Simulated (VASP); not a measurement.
# B3Sb2P (P-6m2) in VASP: further runs

The runs below take B3Sb2P through single point, relaxation of cell and atoms, with PBE.

Program: VASP 6.6.1. These are calculated values, not measurements. Logs are shortened: lines on timing, memory, paths and dates and some standing lists are left out, and cuts for length are marked.

## 1. The cell of the first run

It takes space group P-6m2 (No. 187, hexagonal). The conventional cell has a = 3.190 Å, b = 3.190 Å, c = 11.403 Å, α = 90.00°, β = 90.00°, γ = 120.00°. Within 2.4 Å of B (site symmetry -6m2) lie 3 B at 1.84 Å. B (site symmetry -6m2) has 3 P at 1.84 Å within 2.4 Å. B (site symmetry -6m2) has 3 B at 1.84 Å within 2.4 Å. Within 3.7 Å of Sb (site symmetry 3m) lie 6 B at 2.80 Å and 6 Sb at 3.19 Å. Within 2.4 Å of P (site symmetry -6m2) lie 3 B at 1.84 Å.

## 2. Single point, PBE

File INCAR:

```
ALGO     = Normal         # electronic algorithm
EDIFF    = 1E-6           # SCF threshold, eV
ENCUT    = 520            # plane-wave cutoff, eV
GGA      = PE             # functional
ISIF     = 2              # what is computed and relaxed
ISMEAR   = 0              # smearing method
LASPH    = True           # aspherical terms in the spheres
LCHARG   = False          # write CHGCAR
LREAL    = False          # projectors in reciprocal space
LWAVE    = False          # write WAVECAR
NBANDS   = 21             # bands
NELM     = 80             # most SCF steps
PREC     = Accurate       # precision mode
SIGMA    = 0.1            # smearing width, eV
```

File KPOINTS:

```
k-points
0
Gamma
  6 6 2
```

File POSCAR:

```
B3Sb2P
1.0
    3.1895650285      0.0000000000      0.0000000000
   -1.5947825143      2.7622443417      0.0000000000
    0.0000000000      0.0000000000     11.4026332722
B Sb P
3 2 1
Direct
    0.0000000000      0.0000000000      0.5000000000
    0.3333333333      0.6666666667      0.0000000000
    0.3333333333      0.6666666667      0.5000000000
    0.6666666667      0.3333333333      0.3149962645
    0.6666666667      0.3333333333      0.6850037355
    0.0000000000      0.0000000000      0.0000000000
```

Potentials or basis: VASP PAW PBE potentials, release 64 (B, Sb, P).

Run with:

```sh
$ cat potpaw_PBE.64/B/POTCAR potpaw_PBE.64/Sb/POTCAR potpaw_PBE.64/P/POTCAR > POTCAR
$ mpirun -np 1 vasp_std > vasp.out
```

OUTCAR:

```text
EDIFF = 1E-6
   ENCUT = 520
   GGA = PE
   ISIF = 2
   ISMEAR = 0
   LASPH = True
   LREAL = False
   NELM = 80
   PREC = Accurate

 ion  position               nearest neighbor table
   1  0.000  0.000  0.500-   3 1.84   3 1.84   3 1.84   5 2.80   4 2.80   5 2.80   4 2.80   5 2.80
                             4 2.80
   2  0.333  0.667  0.000-   6 1.84   6 1.84   6 1.84
   3  0.333  0.667  0.500-   1 1.84   1 1.84   1 1.84   4 2.80   5 2.80   4 2.80   5 2.80   5 2.80
                             4 2.80
   4  0.667  0.333  0.315-   3 2.80   3 2.80   1 2.80   1 2.80   1 2.80   3 2.80
   5  0.667  0.333  0.685-   3 2.80   3 2.80   1 2.80   1 2.80   1 2.80   3 2.80
   6  0.000  0.000  0.000-   2 1.84   2 1.84   2 1.84

  LATTYP: Found a hexagonal cell.
 ALAT       =     3.1895650285
 C/A-ratio  =     3.5749806542

  Lattice vectors:

 A1 = (   3.1895650285,   0.0000000000,   0.0000000000)
 A2 = (  -1.5947825143,   2.7622443417,   0.0000000000)
 A3 = (   0.0000000000,   0.0000000000,  11.4026332722)

Analysis of symmetry for initial positions (statically):
=====================================================================
 Subroutine PRICEL returns:
 Original cell was already a primitive cell.

 Routine SETGRP: Setting up the symmetry group for a
 hexagonal supercell.

 Subroutine GETGRP returns: Found 12 space group operations
 (whereof 12 operations were pure point group operations)
 out of a pool of 24 trial point group operations.

The static configuration has the point symmetry D_3h.

Analysis of symmetry for dynamics (positions and initial velocities):
=====================================================================
 Subroutine PRICEL returns:
 Original cell was already a primitive cell.

 Routine SETGRP: Setting up the symmetry group for a
 hexagonal supercell.

 Subroutine GETGRP returns: Found 12 space group operations
 (whereof 12 operations were pure point group operations)
 out of a pool of 24 trial point group operations.

The dynamic configuration has the point symmetry D_3h.

 Subroutine INISYM returns: Found 12 space group operations
 (whereof 12 operations are pure point group operations),
 and found     1 'primitive' translations

----------------------------------------------------------------------------------------

                                     Primitive cell

  volume of cell :     100.4613

  direct lattice vectors                    reciprocal lattice vectors
     3.189565029  0.000000000  0.000000000     0.313522374  0.181012227  0.000000000
    -1.594782514  2.762244342  0.000000000     0.000000000  0.362024454  0.000000000
     0.000000000  0.000000000 11.402633272     0.000000000  0.000000000  0.087699041

  length of vectors
     3.189565029  3.189565029 11.402633272     0.362024454  0.362024454  0.087699041

  position of ions in fractional coordinates (direct lattice)
     0.000000000  0.000000000  0.500000000
     0.333333333  0.666666667  0.000000000
     0.333333333  0.666666667  0.500000000
     0.666666667  0.333333333  0.314996265
     0.666666667  0.333333333  0.685003735
     0.000000000  0.000000000  0.000000000

  ion indices of the primitive-cell ions
   primitive index   ion index
                 1           1
                 2           2
                 3           3
                 4           4
                 5           5
                 6           6

----------------------------------------------------------------------------------------

 KPOINTS: k-points

Automatic generation of k-mesh.
 Grid dimensions read from file:
 generate k-points for:    6    6    2

 Generating k-lattice:

  Cartesian coordinates                     Fractional coordinates (reciprocal lattice)
     0.052253729  0.030168705  0.000000000     0.166666667  0.000000000  0.000000000
     0.000000000  0.060337409  0.000000000     0.000000000  0.166666667  0.000000000
     0.000000000  0.000000000  0.043849520     0.000000000  0.000000000  0.500000000

  Length of vectors
     0.060337409  0.060337409  0.043849520

  Shift w.r.t. Gamma in fractional coordinates (k-lattice)
     0.000000000  0.000000000  0.000000000

 Subroutine IBZKPT returns following result:
 ===========================================

 Found     14 irreducible k-points:

 Following reciprocal coordinates:
            Coordinates               Weight
  0.000000  0.000000  0.000000      1.000000
  0.166667  0.000000  0.000000      6.000000
  0.333333  0.000000  0.000000      6.000000
  0.500000 -0.000000  0.000000      3.000000
  0.166667  0.166667  0.000000      6.000000
  0.333333  0.166667  0.000000     12.000000
  0.333333  0.333333  0.000000      2.000000
  0.000000  0.000000  0.500000      1.000000
  0.166667  0.000000  0.500000      6.000000
  0.333333  0.000000  0.500000      6.000000
  0.500000 -0.000000  0.500000      3.000000
  0.166667  0.166667  0.500000      6.000000
  0.333333  0.166667  0.500000     12.000000
  0.333333  0.333333  0.500000      2.000000
   k-points           NKPTS =     14   k-points in BZ     NKDIM =     14   number of bands    NBANDS=     21
   number of dos      NEDOS =    301   number of ions     NIONS =      6
   total plane-waves  NPLWV =  51840
   dimension x,y,z NGX =    24 NGY =   24 NGZ =   90
   dimension x,y,z NGXF=    48 NGYF=   48 NGZF=  180
   ions per type =               3   2   1
   NGX,Y,Z   is equivalent  to a cutoff of  12.51, 12.51, 13.12 a.u.
   NGXF,Y,Z  is equivalent  to a cutoff of  25.02, 25.02, 26.24 a.u.
 SYSTEM =  unknown system
   PREC   = accura    normal or accurate (medium, high low for compatibility)
   ISTART =      0    job   : 0-new  1-cont  2-samecut
   ICHARG =      2    charge: 1-file 2-atom 10-const
   ISPIN  =      1    spin polarized calculation?
   LNONCOLLINEAR =      F non collinear calculations
   LSORBIT =      F    spin-orbit coupling
   LASPH  =      T    aspherical Exc in radial PAW
   ENCUT  =  520.0 eV  38.22 Ry    6.18 a.u.   5.93  5.93 21.20*2*pi/ulx,y,z
   NELM   =     80;   NELMIN=  2; NELMDL= -5     # of ELM steps
   EDIFF  = 0.1E-05   stopping-criterion for ELM
   LREAL  =      F    real-space projection
   EDIFFG = 0.1E-04   stopping-criterion for IOM
   NSW    =      0    number of steps for IOM
   IBRION =     -1    ionic relax: 0-MD 1-quasi-New 2-CG
   NFREE  =      0    steps in history (QN), initial steepest desc. (CG)
   ISIF   =      2    stress and relaxation
   ISYM   =      2    0-nonsym 1-usesym 2-fastsym
   POTIM  = 0.5000    time-step for ionic-motion
   TEBEG  =    0.0;   TEEND  =   0.0 temperature during run
   PSTRESS=    0.0 pullay stress
   NELECT =      24.0000    total number of electrons
   NUPDOWN=      -1.0000    fix difference up-down
   EMIN   =  10.00;   EMAX   =-10.00  energy-range for DOS
   EFERMI =   0.00;   METHOD = LEGACY
   ISMEAR =     0;   SIGMA  =   0.10  broadening in eV -4-tet -1-fermi 0-gaus
   EFERMI_NEDOS =   21; number of points for ismear=-14 and -15
   IALGO  =     38    algorithm
   IMIX   =      4    mixing-type and parameters
     AMIX     =   0.40;   BMIX     =  1.00
     AMIX_MAG =   1.60;   BMIX_MAG =  1.00
  volume/ion in A,a.u.               =      16.74       112.99
  Fermi-wavevector in a.u.,A,eV,Ry     =   1.015810  1.919602 14.039434  1.031869
  Thomas-Fermi vector in A             =   2.149117
   LORBIT       =      0    0 simple, 1 ext, 2 COOP (PROOUT), +10 PAW based schemes
   GGA     = PE    functional components
   LHFCALC =     F    Hartree Fock is set to
   AEXX    =    0.0000 exact exchange contribution
   IVDW    =     0    specifies the selected vdW correction
   LEPSILON=     F    determine dielectric tensor
   LRPA    =     F    only Hartree local field effects (RPA)
 non-spin polarized calculation
 Gauss-broadening in eV      SIGMA  =   0.10
  energy-cutoff  :      520.00
  volume of cell :      100.46
 maximum number of plane-waves:      2742
 NGX is ok and might be reduce to    24
   NGX = 11   NGY = 11   NGZ = 43

 number of electron      23.9999999 magnetization

 Free energy of the ion-electron system (eV)
  ---------------------------------------------------
  ext. energy  EPLUGINS =         0.00000000
  ---------------------------------------------------
  free energy    TOTEN  =       -31.34636701 eV

  energy without entropy =      -31.34093586  energy(sigma->0) =      -31.34365144

 E-fermi :   7.2989     XC(G=0): -10.1382

 val. band max:        7.2945648825   @ k =   0.3333   0.3333   0.5000
 cond. band min:       7.2992409440   @ k =   0.5000  -0.0000   0.5000
 fundamental gap:      0.0046760616
 Fermi energy:         7.2988847313

 k-point     1 :       0.0000    0.0000    0.0000
  band No.  band energies     occupation
      1      -7.4119      2.00000
      2      -7.0470      2.00000
      3      -5.6373      2.00000
      4      -2.2225      2.00000
      5       1.0498      2.00000
      6       3.1525      2.00000
[... 13 lines left out ...]
     20      13.3999      0.00000
     21      13.7333      0.00000

 k-point     2 :       0.1667    0.0000    0.0000
  band No.  band energies     occupation
      1      -6.9740      2.00000
      2      -6.5391      2.00000
      3      -5.0786      2.00000
      4      -1.7554      2.00000
      5       1.5737      2.00000
      6       3.0196      2.00000
[... 13 lines left out ...]
     20      12.7779      0.00000
     21      13.1576      0.00000

 k-point     3 :       0.3333    0.0000    0.0000
  band No.  band energies     occupation
      1      -5.7393      2.00000
      2      -5.0235      2.00000
      3      -3.4284      2.00000
      4      -0.5415      2.00000
      5      -0.0177      2.00000
      6       1.1259      2.00000
[... 13 lines left out ...]
     20      11.3989      0.00000
     21      14.1225      0.00000
[... 217 lines left out ...]
 k-point    13 :       0.3333    0.1667    0.5000
  band No.  band energies     occupation
      1      -4.6859      2.00000
      2      -3.5599      2.00000
      3      -1.8957      2.00000
      4      -1.1566      2.00000
      5      -0.7104      2.00000
      6       0.9626      2.00000
[... 13 lines left out ...]
     20      12.8854      0.00000
     21      13.8394      0.00000

 k-point    14 :       0.3333    0.3333    0.5000
  band No.  band energies     occupation
      1      -3.8479      2.00000
      2      -1.7179      2.00000
      3      -1.4932      2.00000
      4      -0.8376      2.00000
      5      -0.8353      2.00000
      6      -0.5923      2.00000
[... 13 lines left out ...]
     20      13.7025      0.00000
     21      15.0665      0.00000

------------------------ aborting loop because EDIFF is reached ----------------------------------------

  FORCE on cell =-STRESS in cart. coord.  units (eV):
  Direction    XX          YY          ZZ          XY          YZ          ZX
  --------------------------------------------------------------------------------------
  -------------------------------------------------------------------------------------
  Total       -0.1724948     -0.1724948      0.0902929      0.0000000     -0.0000000      0.0000000
  in kB       -2.7509829     -2.7509829      1.4400097      0.0000000     -0.0000000      0.0000000
  external PRESSURE =      -1.3539854 kB  Pullay stress =       0.0000000 kB

 VOLUME and BASIS-vectors are now :
 -----------------------------------------------------------------------------
  energy-cutoff  :      520.00
  volume of cell :      100.46
      direct lattice vectors                 reciprocal lattice vectors
     3.189565029  0.000000000  0.000000000     0.313522374  0.181012227  0.000000000
    -1.594782514  2.762244342  0.000000000     0.000000000  0.362024454  0.000000000
     0.000000000  0.000000000 11.402633272     0.000000000  0.000000000  0.087699041

 POSITION                                       TOTAL-FORCE (eV/Angst)
 -----------------------------------------------------------------------------------
      0.00000      0.00000      5.70132        -0.000000      0.000000      0.000000
     -0.00000      1.84150      0.00000         0.000000      0.000000      0.000000
     -0.00000      1.84150      5.70132        -0.000000      0.000000      0.000000
      1.59478      0.92075      3.59179        -0.000000     -0.000000      0.012711
      1.59478      0.92075      7.81085        -0.000000     -0.000000     -0.012711
      0.00000      0.00000      0.00000         0.000000     -0.000000      0.000000
 -----------------------------------------------------------------------------------
    total drift:                                0.000000     -0.000000     -0.000000

  FREE ENERGIE OF THE ION-ELECTRON SYSTEM (eV)
  ---------------------------------------------------
  free  energy   TOTEN  =       -31.3463670126 eV

  energy  without entropy=      -31.3409358593  energy(sigma->0) =      -31.34365144
```

Wall time 14 s (1 thread of Intel Xeon 6975P-C (Granite Rapids), shared host); peak memory 0.21 GiB.

Results:

* Free energy: -31.3464 eV
* Pressure: -0.1 GPa
* Largest force: 0.013 eV/Å
* Band gap on the k mesh: zero (band 12 reaches 10.94 eV, above the bottom of band 13 at 6.14 eV)

Forces on the atoms (eV/Å):
```
B    0.000  0.000  0.000
B    0.000  0.000  0.000
B    0.000  0.000  0.000
Sb   0.000  0.000  0.013
Sb   0.000  0.000 -0.013
P    0.000  0.000  0.000
```

Levels at points of the mesh, in eV from the Fermi level:
| k point | band 9 | band 10 | band 11 | band 12 | band 13 | band 14 | band 15 | band 16 |
| --- | --- | --- | --- | --- | --- | --- | --- | --- |
| (0.00, 0.00, 0.00) | -0.74 | -0.64 | -0.64 | 3.65 | 3.65 | 3.89 | 3.89 | 3.95 |
| (0.50, 0.00, 0.00) | -3.93 | -3.22 | -2.27 | -1.48 | 0.69 | 0.93 | 1.22 | 1.80 |
| (0.00, 0.00, 0.50) | -0.64 | -0.64 | 0.23 | 2.54 | 3.68 | 3.68 | 3.85 | 3.85 |
| (0.50, 0.00, 0.50) | -4.08 | -3.22 | -1.96 | -1.14 | 0.00 | 0.37 | 1.80 | 1.81 |

Caveat: the k points lie up to 0.38 Å⁻¹ apart; spin-orbit coupling is left out, which moves the levels of the heavy elements; this functional lacks dispersion, which binds the layers, so the pressure and a relaxed spacing across them are unreliable.

## 3. Single point, PBE

This run uses another cell than the first one, of 18.64 Å³/atom, 1.113 times its volume.

File INCAR:

```
PREC     = Accurate       # precision mode
ENCUT    = 520            # plane-wave cutoff, eV
EDIFF    = 1E-7           # SCF threshold, eV
ISMEAR   = 0              # smearing method
SIGMA    = 0.1            # smearing width, eV
LREAL    = F              # projectors in reciprocal space
LASPH    = T              # aspherical terms in the spheres
NELM     = 60             # most SCF steps
ALGO     = Normal         # electronic algorithm
ISIF     = 2              # what is computed and relaxed
LWAVE    = F              # write WAVECAR
LCHARG   = F              # write CHGCAR
GGA      = PE             # functional
NBANDS   = 21             # bands
```

File KPOINTS:

```
Automatic mesh
0
Gamma
  6 6 2
```

File POSCAR:

```
B3Sb2P
1.0
    3.9470808600      0.0000000000      0.0000000000
   -1.9735404300      3.4182723000      0.0000000000
    0.0000000000      0.0000000000      8.2904976800
B Sb P
3 2 1
Direct
    0.0000000000      0.0000000000      0.5000000000
    0.3333333300      0.6666666700      0.0000000000
    0.3333333300      0.6666666700      0.5000000000
    0.6666666700      0.3333333300      0.2478670000
    0.6666666700      0.3333333300      0.7521330000
    0.0000000000      0.0000000000      0.0000000000
```

Potentials or basis: VASP PAW PBE potentials, release 64 (B, Sb, P).

Run with:

```sh
$ cat potpaw_PBE.64/B/POTCAR potpaw_PBE.64/Sb/POTCAR potpaw_PBE.64/P/POTCAR > POTCAR
$ mpirun -np 1 vasp_std > vasp.out
```

Wall time 18 s (1 thread of Intel Xeon 6975P-C (Granite Rapids), shared host); peak memory 0.23 GiB.

The run converged. Its results:

* Free energy: -25.3963 eV
* Pressure: -16.3 GPa
* Largest force: 0.488 eV/Å
* Band gap on the k mesh: zero (band 12 reaches 6.73 eV, above the bottom of band 13 at 5.75 eV)

Forces on the atoms (eV/Å):
```
B    0.000  0.000  0.000
B    0.000  0.000  0.000
B    0.000  0.000  0.000
Sb   0.000  0.000  0.488
Sb   0.000  0.000 -0.488
P    0.000  0.000  0.000
```

Stress tensor (GPa, compression positive):
```
-21.31   0.00   0.00
  0.00 -21.31   0.00
  0.00   0.00  -6.29
```

Levels at points of the mesh, in eV from the Fermi level:
| k point | band 9 | band 10 | band 11 | band 12 | band 13 | band 14 | band 15 | band 16 |
| --- | --- | --- | --- | --- | --- | --- | --- | --- |
| (0.00, 0.00, 0.00) | -0.60 | -0.60 | -0.39 | -0.39 | 0.71 | 0.72 | 1.48 | 1.48 |
| (0.50, 0.00, 0.00) | -2.29 | -1.40 | -1.21 | -0.60 | -0.28 | -0.03 | 0.61 | 1.15 |
| (0.00, 0.00, 0.50) | -0.91 | -0.61 | -0.61 | -0.17 | -0.17 | 0.66 | 0.69 | 0.69 |
| (0.50, 0.00, 0.50) | -3.23 | -2.55 | -1.97 | -1.20 | 1.20 | 1.30 | 1.32 | 1.85 |

Caveat: the k points lie up to 0.38 Å⁻¹ apart; spin-orbit coupling is left out, which moves the levels of the heavy elements.

(Part 1 of 2 ends here.)
